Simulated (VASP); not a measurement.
# SnO2 (P4_2/mnm) in VASP: single point with PBEsol

Aim: the single point of SnO2 with PBEsol.

All numbers are computed with VASP 6.6.1; they aren't measurements. Logs are shortened: lines on timing, memory, paths and dates and some standing lists are left out, and cuts for length are marked.

### Step 1. The cell of the first run

The structure is tetragonal, space group P4_2/mnm (No. 136). The conventional cell has a = 4.800 Å, b = 4.800 Å, c = 3.228 Å, α = 90.00°, β = 90.00°, γ = 90.00°. Within 2.8 Å of Sn (site symmetry mmm) lie 6 O at 2.08 Å. O (site symmetry m2m) has 3 Sn at 2.08 Å and 1 O at 2.62 Å within 2.8 Å.

### Step 2. Single point, PBEsol

The input, POSCAR:

```
SnO2
1.0
    4.8003563000      0.0000000000      0.0000000000
    0.0000000000      4.8003563000      0.0000000000
    0.0000000000      0.0000000000      3.2284371800
Sn O
2 4
Direct
    0.0000000000      0.0000000000      0.0000000000
    0.5000000000      0.5000000000      0.5000000000
    0.3071000000      0.3071000000      0.0000000000
    0.1929000000      0.8071000000      0.5000000000
    0.6929000000      0.6929000000      0.0000000000
    0.8071000000      0.1929000000      0.5000000000
```

The input, INCAR.step1:

```
ALGO = Normal
EDIFF = 1E-6
ENCUT = 520
GGA = PS
ISIF = 2
ISMEAR = 1
LASPH = T
LCHARG = T
LREAL = F
LWAVE = F
NBANDS = 35
NELM = 60
PREC = Accurate
SIGMA = 0.0141
```

The input, KPOINTS.step1:

```
k-points
0
Gamma
  5 5 8
```

The input, INCAR.step2:

```
ALGO = Normal
EDIFF = 1E-6
ENCUT = 520
GGA = PS
ICHARG = 11
ISIF = 2
ISMEAR = -5
LASPH = T
LCHARG = F
LORBIT = 10
LREAL = F
LWAVE = F
NBANDS = 35
NEDOS = 1001
NELM = 60
PREC = Accurate
SIGMA = 0.0141
```

The input, KPOINTS.step2:

```
k-points
0
Gamma
  8 8 12
```

Potentials or basis: VASP PAW PBE potentials, release 64 (Sn_d, O).

Started as:

```console
$ cat potpaw_PBE.64/Sn_d/POTCAR potpaw_PBE.64/O/POTCAR > POTCAR
$ cp INCAR.step1 INCAR
$ cp KPOINTS.step1 KPOINTS
$ mpirun -np 1 vasp_std > vasp.out
$ cp INCAR.step2 INCAR
$ cp KPOINTS.step2 KPOINTS
$ mpirun -np 1 vasp_std > vasp.out
```

OUTCAR:

```text
EDIFF = 1E-6
   ENCUT = 520
   GGA = PS
   ICHARG = 11
   ISIF = 2
   ISMEAR = -5
   LASPH = T
   LORBIT = 10
   LREAL = F
   NELM = 60
   PREC = Accurate

 ion  position               nearest neighbor table
   1  0.000  0.000  0.000-   4 2.08   6 2.08   4 2.08   6 2.08   5 2.08   3 2.08
   2  0.500  0.500  0.500-   3 2.08   5 2.08   3 2.08   5 2.08   4 2.08   6 2.08
   3  0.307  0.307  0.000-   2 2.08   2 2.08   1 2.08
   4  0.193  0.807  0.500-   1 2.08   1 2.08   2 2.08
   5  0.693  0.693  0.000-   2 2.08   2 2.08   1 2.08
   6  0.807  0.193  0.500-   1 2.08   1 2.08   2 2.08

  LATTYP: Found a simple tetragonal cell.
 ALAT       =     4.8003563000
 C/A-ratio  =     0.6725411570

  Lattice vectors:

 A1 = (   4.8003563000,   0.0000000000,   0.0000000000)
 A2 = (   0.0000000000,   4.8003563000,   0.0000000000)
 A3 = (   0.0000000000,   0.0000000000,   3.2284371800)

Analysis of symmetry for initial positions (statically):
=====================================================================
 Subroutine PRICEL returns:
 Original cell was already a primitive cell.

 Routine SETGRP: Setting up the symmetry group for a
 simple tetragonal supercell.

 Subroutine GETGRP returns: Found 16 space group operations
 (whereof  8 operations were pure point group operations)
 out of a pool of 16 trial point group operations.

The static configuration has the point symmetry D_2h.
 The point group associated with its full space group is D_4h.

Analysis of symmetry for dynamics (positions and initial velocities):
=====================================================================
 Subroutine PRICEL returns:
 Original cell was already a primitive cell.

 Routine SETGRP: Setting up the symmetry group for a
 simple tetragonal supercell.

 Subroutine GETGRP returns: Found 16 space group operations
 (whereof  8 operations were pure point group operations)
 out of a pool of 16 trial point group operations.

The dynamic configuration has the point symmetry D_2h.
 The point group associated with its full space group is D_4h.

 Subroutine INISYM returns: Found 16 space group operations
 (whereof  8 operations are pure point group operations),
 and found     1 'primitive' translations

----------------------------------------------------------------------------------------

                                     Primitive cell

  volume of cell :      74.3942
[... 111 lines left out ...]
   NUPDOWN=      -1.0000    fix difference up-down
   EMIN   =  10.00;   EMAX   =-10.00  energy-range for DOS
   EFERMI =   0.00;   METHOD = LEGACY
   ISMEAR =    -5;   SIGMA  =   0.01  broadening in eV -4-tet -1-fermi 0-gaus
   EFERMI_NEDOS =   21; number of points for ismear=-14 and -15
   IALGO  =     38    algorithm
   IMIX   =      4    mixing-type and parameters
     AMIX     =   0.40;   BMIX     =  1.00
     AMIX_MAG =   1.60;   BMIX_MAG =  1.00
  volume/ion in A,a.u.               =      12.40        83.67
  Fermi-wavevector in a.u.,A,eV,Ry     =   1.452879  2.745544 28.719968  2.110858
  Thomas-Fermi vector in A             =   2.570210
   LORBIT       =     10    0 simple, 1 ext, 2 COOP (PROOUT), +10 PAW based schemes
   GGA     = PS    functional components
   LHFCALC =     F    Hartree Fock is set to
   AEXX    =    0.0000 exact exchange contribution
   IVDW    =     0    specifies the selected vdW correction
   LEPSILON=     F    determine dielectric tensor
   LRPA    =     F    only Hartree local field effects (RPA)
 non-spin polarized calculation
 Fermi weights with tetrahedron method with Bloechl corrections
  energy-cutoff  :      520.00
  volume of cell :       74.39
 maximum number of plane-waves:      2048
 NGX is ok and might be reduce to    36

 number of electron      52.0000011 magnetization

 Free energy of the ion-electron system (eV)
  ---------------------------------------------------
  ext. energy  EPLUGINS =         0.00000000
  ---------------------------------------------------
  free energy    TOTEN  =       -39.66352794 eV

  energy without entropy =      -39.66352794  energy(sigma->0) =      -39.66352794

 E-fermi :   5.5649     XC(G=0): -11.3271

 val. band max:        5.5648372790   @ k =   0.0000   0.0000   0.0000
 cond. band min:       6.2996812060   @ k =   0.0000   0.0000   0.0000
 fundamental gap:      0.7348439270
 Fermi energy:         5.5649324059

 k-point     1 :       0.0000    0.0000    0.0000
  band No.  band energies     occupation
      1     -15.4136      2.00000
      2     -14.7093      2.00000
      3     -14.4716      2.00000
      4     -14.4660      2.00000
      5     -14.4660      2.00000
      6     -14.3820      2.00000
[... 901 lines left out ...]
     34      17.5724      0.00000
     35      17.6449      0.00000

 [... further k-points ...]

------------------------ aborting loop because EDIFF is reached ----------------------------------------

  FORCE on cell =-STRESS in cart. coord.  units (eV):
  Direction    XX          YY          ZZ          XY          YZ          ZX
  --------------------------------------------------------------------------------------
  -------------------------------------------------------------------------------------
  Total       -1.1783920     -1.1783920     -1.2999863      0.0000000      0.0000000      0.0000000
  in kB      -25.3782152    -25.3782152    -27.9969075      0.0000000      0.0000000      0.0000000
  external PRESSURE =     -26.2511126 kB  Pullay stress =       0.0000000 kB

 VOLUME and BASIS-vectors are now :
 -----------------------------------------------------------------------------
  energy-cutoff  :      520.00
  volume of cell :       74.39
      direct lattice vectors                 reciprocal lattice vectors
     4.800356300  0.000000000  0.000000000     0.208317870  0.000000000  0.000000000
     0.000000000  4.800356300  0.000000000     0.000000000  0.208317870  0.000000000
     0.000000000  0.000000000  3.228437180     0.000000000  0.000000000  0.309747393

 POSITION                                       TOTAL-FORCE (eV/Angst)
 -----------------------------------------------------------------------------------
      0.00000      0.00000      0.00000         0.000000      0.000000     -0.000000
      2.40018      2.40018      1.61422         0.000000      0.000000     -0.000000
      1.47419      1.47419      0.00000        -0.051359     -0.051359      0.000000
      0.92599      3.87437      1.61422         0.051359     -0.051359     -0.000000
      3.32617      3.32617      0.00000         0.051359      0.051359     -0.000000
      3.87437      0.92599      1.61422        -0.051359      0.051359     -0.000000
 -----------------------------------------------------------------------------------
    total drift:                                0.000000      0.000000      0.000000

  FREE ENERGIE OF THE ION-ELECTRON SYSTEM (eV)
  ---------------------------------------------------
  free  energy   TOTEN  =       -39.6635279373 eV

  energy  without entropy=      -39.6635279373  energy(sigma->0) =      -39.66352794

 total charge

# of ion       s       p       d       tot
------------------------------------------
    1        0.884   1.061  10.349  12.295
    2        0.884   1.061  10.349  12.295
    3        1.556   3.469   0.000   5.025
    4        1.556   3.469   0.000   5.025
    5        1.556   3.469   0.000   5.025
    6        1.556   3.469   0.000   5.025
--------------------------------------------------
tot          7.992  16.000  20.699  44.691
```

OSZICAR.step1:

```text
N       E                     dE             d eps       ncg     rms          rms(c)
DAV:   1     0.638050652675E+03    0.63805E+03   -0.25726E+04  2323   0.230E+03
DAV:   2     0.593873787149E+02   -0.57866E+03   -0.54643E+03  2260   0.617E+02
DAV:   3    -0.396791253636E+02   -0.99067E+02   -0.97288E+02  2300   0.209E+02
DAV:   4    -0.449503355524E+02   -0.52712E+01   -0.52315E+01  2647   0.522E+01
DAV:   5    -0.450859790100E+02   -0.13564E+00   -0.13545E+00  2615   0.895E+00    0.147E+01
DAV:   6    -0.396635757311E+02    0.54224E+01   -0.15084E+01  3286   0.617E+01    0.599E+00
DAV:   7    -0.397185096629E+02   -0.54934E-01   -0.17789E+00  2479   0.733E+00    0.312E+00
DAV:   8    -0.396720909104E+02    0.46419E-01   -0.18805E-01  3040   0.367E+00    0.692E-01
DAV:   9    -0.396615239486E+02    0.10567E-01   -0.31159E-02  3418   0.282E+00    0.118E-01
DAV:  10    -0.396620271211E+02   -0.50317E-03   -0.37085E-03  2752   0.537E-01    0.439E-02
DAV:  11    -0.396620690566E+02   -0.41935E-04   -0.13827E-04  3348   0.100E-01    0.219E-02
DAV:  12    -0.396620698009E+02   -0.74436E-06   -0.83756E-06  2921   0.242E-02
   1 F= -.39662070E+02 E0= -.39662071E+02  d E =0.408752E-05
```

It took 2 min on 1 thread of AMD EPYC 9R45 (Zen 5), shared host; peak memory 0.29 GiB.

Results:

```
Valence electrons inside the program's atomic spheres : Sn 12.29; O 5.03
```

Levels at points of the mesh, in eV from the valence-band top:
```csv
k point,band 23,band 24,band 25,band 26,band 27,band 28,band 29,band 30
"(0.00, 0.00, 0.00)",-1.27,-0.76,-0.76,0.00,0.73,5.67,5.96,5.96
"(0.50, 0.00, 0.00)",-1.23,-1.23,-0.63,-0.63,3.95,3.95,6.70,6.70
"(0.50, 0.50, 0.00)",-1.35,-1.35,-0.87,-0.87,4.33,4.33,7.10,7.10
"(0.00, 0.00, 0.50)",-1.59,-1.59,-1.22,-1.22,5.68,5.68,9.31,9.31
"(0.50, 0.00, 0.50)",-1.06,-1.06,-0.75,-0.75,5.95,5.95,7.58,7.58
"(0.50, 0.50, 0.50)",-0.95,-0.95,-0.80,-0.80,4.41,4.41,8.49,8.49
```

Caveat: the PAW data sets were made with another functional, which shifts forces and pressure a little; spin-orbit coupling is left out, which moves the levels of the heavy elements.
